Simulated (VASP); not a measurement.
# Pb (Fd-3m) in VASP: notebook

Pb is run at these levels: LDA; tasks: single point.

Everything below comes from runs of VASP 6.6.1. Logs are shortened: lines on timing, memory, paths and dates and some standing lists are left out, and cuts for length are marked.

## (1) The cell of the first run

It takes space group Fd-3m (No. 227, cubic). The conventional cell has a = 5.416 Å, b = 5.416 Å, c = 5.416 Å, α = 90.00°, β = 90.00°, γ = 90.00°. Within 3.1 Å of Pb (site symmetry -43m) lie 4 Pb at 2.35 Å.

## (2) Single point, LDA (volume scaled by 0.5)

INCAR reads:

```
SYSTEM = Pb
ALGO     = Normal         ! electronic algorithm
EDIFF    = 1E-6           ! SCF threshold, eV
ENCUT    = 520            ! plane-wave cutoff, eV
ISIF     = 2              ! what is computed and relaxed
ISMEAR   = -1             ! smearing method
LASPH    = .True.         ! aspherical terms in the spheres
LCHARG   = .False.        ! write CHGCAR
LREAL    = .False.        ! projectors in reciprocal space
LWAVE    = .False.        ! write WAVECAR
NBANDS   = 21             ! bands
NELM     = 60             ! most SCF steps
PREC     = Accurate       ! precision mode
SIGMA    = 0.08           ! smearing width, eV
```

KPOINTS reads:

```
k-points
0
Gamma
  10 10 10
  0 0 0
```

POSCAR reads:

```
Pb
1.0
    0.0000000000      2.7082012182      2.7082012182
    2.7082012182      0.0000000000      2.7082012182
    2.7082012182      2.7082012182      0.0000000000
Pb
2
Direct
   -0.1250000000     -0.1250000000     -0.1250000000
    0.1250000000      0.1250000000      0.1250000000
```

Potentials or basis: VASP PAW LDA potentials, release 64 (Pb_d).

Started as:

```
$ cat potpaw_LDA.64/Pb_d/POTCAR > POTCAR
$ mpirun -np 1 vasp_std > vasp.out
```

OUTCAR:

```text
SYSTEM = Pb
   EDIFF = 1E-6
   ENCUT = 520
   ISIF = 2
   ISMEAR = -1
   LASPH = .True.
   LREAL = .False.
   NELM = 60
   PREC = Accurate

 ion  position               nearest neighbor table
   1  0.875  0.875  0.875-   2 2.35   2 2.35   2 2.35   2 2.35
   2  0.125  0.125  0.125-   1 2.35   1 2.35   1 2.35   1 2.35

  LATTYP: Found a face centered cubic cell.
 ALAT       =     5.4164024364

  Lattice vectors:

 A1 = (   0.0000000000,   2.7082012182,   2.7082012182)
 A2 = (   2.7082012182,   0.0000000000,   2.7082012182)
 A3 = (   2.7082012182,   2.7082012182,   0.0000000000)

Analysis of symmetry for initial positions (statically):
=====================================================================
 Subroutine PRICEL returns:
 Original cell was already a primitive cell.

 Routine SETGRP: Setting up the symmetry group for a
 face centered cubic supercell.

 Subroutine GETGRP returns: Found 48 space group operations
 (whereof 12 operations were pure point group operations)
 out of a pool of 48 trial point group operations.

The static configuration has the point symmetry D_3d.
 The point group associated with its full space group is O_h .

Analysis of symmetry for dynamics (positions and initial velocities):
=====================================================================
 Subroutine PRICEL returns:
 Original cell was already a primitive cell.

 Routine SETGRP: Setting up the symmetry group for a
 face centered cubic supercell.

 Subroutine GETGRP returns: Found 48 space group operations
 (whereof 12 operations were pure point group operations)
 out of a pool of 48 trial point group operations.

The dynamic configuration has the point symmetry D_3d.
 The point group associated with its full space group is O_h .

 Subroutine INISYM returns: Found 48 space group operations
 (whereof 12 operations are pure point group operations),
 and found     1 'primitive' translations

----------------------------------------------------------------------------------------

                                     Primitive cell

  volume of cell :      39.7258

  direct lattice vectors                    reciprocal lattice vectors
     0.000000000  2.708201218  2.708201218    -0.184624391  0.184624391  0.184624391
     2.708201218  0.000000000  2.708201218     0.184624391 -0.184624391  0.184624391
     2.708201218  2.708201218  0.000000000     0.184624391  0.184624391 -0.184624391

  length of vectors
     3.829974892  3.829974892  3.829974892     0.319778825  0.319778825  0.319778825

  position of ions in fractional coordinates (direct lattice)
     0.875000000  0.875000000  0.875000000
     0.125000000  0.125000000  0.125000000

  ion indices of the primitive-cell ions
   primitive index   ion index
                 1           1
                 2           2

----------------------------------------------------------------------------------------

 KPOINTS: k-points

Automatic generation of k-mesh.
 Grid dimensions read from file:
 generate k-points for:   10   10   10

 Generating k-lattice:

  Cartesian coordinates                     Fractional coordinates (reciprocal lattice)
    -0.018462439  0.018462439  0.018462439     0.100000000  0.000000000  0.000000000
     0.018462439 -0.018462439  0.018462439     0.000000000  0.100000000  0.000000000
     0.018462439  0.018462439 -0.018462439     0.000000000  0.000000000  0.100000000

  Length of vectors
     0.031977883  0.031977883  0.031977883

  Shift w.r.t. Gamma in fractional coordinates (k-lattice)
     0.000000000  0.000000000  0.000000000

 Subroutine IBZKPT returns following result:
 ===========================================

 Found     47 irreducible k-points:

 Following reciprocal coordinates:
            Coordinates               Weight
  0.000000  0.000000  0.000000      1.000000
  0.100000  0.000000  0.000000      8.000000
  0.200000  0.000000  0.000000      8.000000
  0.300000  0.000000  0.000000      8.000000
  0.400000  0.000000  0.000000      8.000000
  0.500000  0.000000  0.000000      4.000000
[... 16 lines left out ...]
  0.300000  0.300000  0.000000      6.000000
  0.400000  0.300000  0.000000     24.000000
 [... further k-points ...]
   k-points           NKPTS =     47   k-points in BZ     NKDIM =     47   number of bands    NBANDS=     21
   number of dos      NEDOS =    301   number of ions     NIONS =      2
   total plane-waves  NPLWV =  21952
   dimension x,y,z NGX =    28 NGY =   28 NGZ =   28
   dimension x,y,z NGXF=    56 NGYF=   56 NGZF=   56
   ions per type =               2
   NGX,Y,Z   is equivalent  to a cutoff of  12.15, 12.15, 12.15 a.u.
   NGXF,Y,Z  is equivalent  to a cutoff of  24.31, 24.31, 24.31 a.u.
 SYSTEM =  Pb
   PREC   = accura    normal or accurate (medium, high low for compatibility)
   ISTART =      0    job   : 0-new  1-cont  2-samecut
   ICHARG =      2    charge: 1-file 2-atom 10-const
   ISPIN  =      1    spin polarized calculation?
   LNONCOLLINEAR =      F non collinear calculations
   LSORBIT =      F    spin-orbit coupling
   LASPH  =      T    aspherical Exc in radial PAW
   ENCUT  =  520.0 eV  38.22 Ry    6.18 a.u.   7.12  7.12  7.12*2*pi/ulx,y,z
   NELM   =     60;   NELMIN=  2; NELMDL= -5     # of ELM steps
   EDIFF  = 0.1E-05   stopping-criterion for ELM
   LREAL  =      F    real-space projection
   EDIFFG = 0.1E-04   stopping-criterion for IOM
   NSW    =      0    number of steps for IOM
   IBRION =     -1    ionic relax: 0-MD 1-quasi-New 2-CG
   NFREE  =      0    steps in history (QN), initial steepest desc. (CG)
   ISIF   =      2    stress and relaxation
   ISYM   =      2    0-nonsym 1-usesym 2-fastsym
   POTIM  = 0.5000    time-step for ionic-motion
   TEBEG  =    0.0;   TEEND  =   0.0 temperature during run
   PSTRESS=    0.0 pullay stress
   NELECT =      28.0000    total number of electrons
   NUPDOWN=      -1.0000    fix difference up-down
   EMIN   =  10.00;   EMAX   =-10.00  energy-range for DOS
   EFERMI =   0.00;   METHOD = LEGACY
   ISMEAR =    -1;   SIGMA  =   0.08  broadening in eV -4-tet -1-fermi 0-gaus
   EFERMI_NEDOS =   21; number of points for ismear=-14 and -15
   IALGO  =     38    algorithm
   IMIX   =      4    mixing-type and parameters
     AMIX     =   0.40;   BMIX     =  1.00
     AMIX_MAG =   1.60;   BMIX_MAG =  1.00
  volume/ion in A,a.u.               =      19.86       134.04
  Fermi-wavevector in a.u.,A,eV,Ry     =   1.456923  2.753185 28.880059  2.122624
  Thomas-Fermi vector in A             =   2.573785
   LORBIT       =      0    0 simple, 1 ext, 2 COOP (PROOUT), +10 PAW based schemes
   GGA     = CA    functional components
   LHFCALC =     F    Hartree Fock is set to
   AEXX    =    0.0000 exact exchange contribution
   IVDW    =     0    specifies the selected vdW correction
   LEPSILON=     F    determine dielectric tensor
   LRPA    =     F    only Hartree local field effects (RPA)
 non-spin polarized calculation
  energy-cutoff  :      520.00
  volume of cell :       39.73
 maximum number of plane-waves:      1090
   NGX = 15   NGY = 15   NGZ = 15

 number of electron      27.9999989 magnetization

 Free energy of the ion-electron system (eV)
  ---------------------------------------------------
  ext. energy  EPLUGINS =         0.00000000
  ---------------------------------------------------
  free energy    TOTEN  =         0.27062858 eV

  energy without entropy =        0.27666865  energy(sigma->0) =        0.27364862

 E-fermi :  14.4447     XC(G=0): -12.2941

 val. band max:       14.4360546807   @ k =   0.5000   0.4000   0.0000
 cond. band min:      14.6327019836   @ k =  -0.4000   0.4000   0.0000
 fundamental gap:      0.1966473029
 Fermi energy:        14.4446660297

 k-point     1 :       0.0000    0.0000    0.0000
  band No.  band energies     occupation
      1      -6.9954      2.00000
      2      -6.9954      2.00000
      3      -6.9954      2.00000
      4      -6.7747      2.00000
      5      -6.7747      2.00000
      6      -4.6566      2.00000
[... 13 lines left out ...]
     20      21.2190      0.00000
     21      21.2190      0.00000

 k-point     2 :       0.1000    0.0000    0.0000
  band No.  band energies     occupation
      1      -7.0710      2.00000
      2      -7.0710      2.00000
      3      -6.9953      2.00000
      4      -6.6705      2.00000
      5      -6.6705      2.00000
      6      -4.8163      2.00000
[... 13 lines left out ...]
     20      21.0871      0.00000
     21      21.1513      0.00000

 k-point     3 :       0.2000    0.0000    0.0000
  band No.  band energies     occupation
      1      -7.1572      2.00000
      2      -7.1572      2.00000
      3      -6.9958      2.00000
      4      -6.5184      2.00000
      5      -6.5184      2.00000
      6      -5.0706      2.00000
[... 13 lines left out ...]
     20      21.3064      0.00000
     21      21.3064      0.00000

 k-point     4 :       0.3000    0.0000    0.0000
  band No.  band energies     occupation
      1      -7.1969      2.00000
      2      -7.1969      2.00000
      3      -6.9979      2.00000
      4      -6.4202      2.00000
      5      -6.4202      2.00000
      6      -5.2903      2.00000
[... 13 lines left out ...]
     20      22.1175      0.00000
     21      22.1175      0.00000

 k-point     5 :       0.4000    0.0000    0.0000
  band No.  band energies     occupation
      1      -7.2004      2.00000
      2      -7.2004      2.00000
      3      -7.0003      2.00000
      4      -6.3917      2.00000
      5      -6.3917      2.00000
      6      -5.4389      2.00000
[... 13 lines left out ...]
     20      23.1611      0.00000
     21      23.5759      0.00000

 k-point     6 :       0.5000    0.0000    0.0000
  band No.  band energies     occupation
      1      -7.1961      2.00000
      2      -7.1961      2.00000
      3      -7.0015      2.00000
      4      -6.3920      2.00000
      5      -6.3920      2.00000
      6      -5.4916      2.00000
[... 13 lines left out ...]
     20      23.6797      0.00000
     21      25.3069      0.00000

 k-point     7 :       0.1000    0.1000    0.0000
  band No.  band energies     occupation
      1      -7.1245      2.00000
      2      -7.0229      2.00000
      3      -7.0229      2.00000
      4      -6.7117      2.00000
      5      -6.5699      2.00000
      6      -4.9986      2.00000
[... 13 lines left out ...]
     20      20.3687      0.00000
     21      21.5760      0.00000
[... 291 lines left out ...]
      1      -7.4187      2.00000
      2      -7.2836      2.00000
      3      -6.7942      2.00000
      4      -6.2051      2.00000
      5      -6.0439      2.00000
      6      -5.7323      2.00000
[... 13 lines left out ...]
     20      23.2577      0.00000
     21      23.5146      0.00000

 k-point    21 :      -0.3000    0.2000    0.0000
  band No.  band energies     occupation
      1      -7.3609      2.00000
      2      -7.3158      2.00000
      3      -6.7830      2.00000
      4      -6.3639      2.00000
      5      -6.0207      2.00000
      6      -5.5974      2.00000
[... 13 lines left out ...]
     20      23.0053      0.00000
     21      24.4846      0.00000

 k-point    22 :      -0.2000    0.2000    0.0000
  band No.  band energies     occupation
      1      -7.3093      2.00000
      2      -7.2540      2.00000
      3      -6.8735      2.00000
      4      -6.4614      2.00000
      5      -6.1410      2.00000
      6      -5.4313      2.00000
[... 13 lines left out ...]
     20      22.8088      0.00000
     21      25.0638      0.00000

 k-point    23 :       0.3000    0.3000    0.0000
  band No.  band energies     occupation
      1      -7.2414      2.00000
      2      -7.1704      2.00000
      3      -7.1704      2.00000
      4      -6.2384      2.00000
      5      -6.0338      2.00000
      6      -5.8494      2.00000
[... 13 lines left out ...]
     20      24.3480      0.00000
     21      24.3569      0.00000

 k-point    24 :       0.4000    0.3000    0.0000
  band No.  band energies     occupation
      1      -7.3216      2.00000
      2      -7.2086      2.00000
      3      -7.0724      2.00000
      4      -6.2136      2.00000
      5      -6.0715      2.00000
      6      -5.6880      2.00000
[... 13 lines left out ...]
     20      25.1005      0.00000
     21      26.2191      0.00000

 [... further k-points ...]
[... 5 lines left out ...]
  --------------------------------------------------------------------------------------
  -------------------------------------------------------------------------------------
  Total       32.0634444     32.0634444     32.0634444      0.0000000      0.0000000      0.0000000
  in kB     1293.1472283   1293.1472283   1293.1472283      0.0000000      0.0000000      0.0000000
  external PRESSURE =    1293.1472283 kB  Pullay stress =       0.0000000 kB

 VOLUME and BASIS-vectors are now :
 -----------------------------------------------------------------------------
  energy-cutoff  :      520.00
  volume of cell :       39.73
      direct lattice vectors                 reciprocal lattice vectors
     0.000000000  2.708201218  2.708201218    -0.184624391  0.184624391  0.184624391
     2.708201218  0.000000000  2.708201218     0.184624391 -0.184624391  0.184624391
     2.708201218  2.708201218  0.000000000     0.184624391  0.184624391 -0.184624391

 POSITION                                       TOTAL-FORCE (eV/Angst)
 -----------------------------------------------------------------------------------
      4.73935      4.73935      4.73935         0.000000      0.000000      0.000000
      0.67705      0.67705      0.67705        -0.000000     -0.000000     -0.000000
 -----------------------------------------------------------------------------------
    total drift:                                0.000000     -0.000000     -0.000000

  FREE ENERGIE OF THE ION-ELECTRON SYSTEM (eV)
  ---------------------------------------------------
  free  energy   TOTEN  =         0.2706285821 eV

  energy  without entropy=        0.2766686493  energy(sigma->0) =        0.27364862
```

Run time: 13 s. Hardware: 1 thread of Intel Xeon 6975P-C (Granite Rapids), shared host; peak memory 0.15 GiB.

What came out:

* Free energy: 0.2706 eV
* Pressure: 129.3 GPa
* Band gap on the k mesh: zero (band 14 reaches 15.56 eV, above the bottom of band 15 at 14.18 eV)

Caveat: spin-orbit coupling is left out, which moves the levels of the heavy elements.

(Continued in part 2 of 2.)
